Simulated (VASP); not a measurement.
Ba, 1 atom in the cell. Symmetry: Im-3m, No. 229, cubic system. The conventional cell has a = 5.013 Å, b = 5.013 Å, c = 5.013 Å, α = 90.00°, β = 90.00°, γ = 90.00°. Ba (site symmetry m-3m) has 14 Ba at 4.34 to 5.01 Å within 5.7 Å. 

| Property | Result |
| --- | --- |
| Program | VASP 6.6.1 |
| Task | relaxation of volume and atoms at fixed shape |
| Functional | PBEsol |
| Potentials or basis | VASP PAW PBE potentials, release 64 (Ba_sv) |
| Cutoff | 600 eV |
| k mesh | 7 × 7 × 7 |
| Occupations | gaussian, width 0.1 eV |
| Spin | no spin polarisation |
| Dipole correction | no |
| Further INCAR settings | ALGO = Normal; EDIFF = 1e-06; IBRION = 2; EDIFFG = -0.01; NSW = 60; ISIF = 8 |

Potentials or basis: VASP PAW PBE potentials, release 64 (Ba_sv).

Command:

```bash
$ cat potpaw_PBE.64/Ba_sv/POTCAR > POTCAR
$ mpirun -np 1 vasp_std > vasp.out
```

Hardware: 1 thread of AMD EPYC 9R45 96-Core Processor (Zen 5), with other jobs on the host.

Q: How long does it take, and how much memory?

A: Run time: 23 s on 1 thread of AMD EPYC 9R45 96-Core Processor (Zen 5) (shared host), peak memory 0.18 GiB. Counts: scf iterations 32, k points 20, ion steps 4.
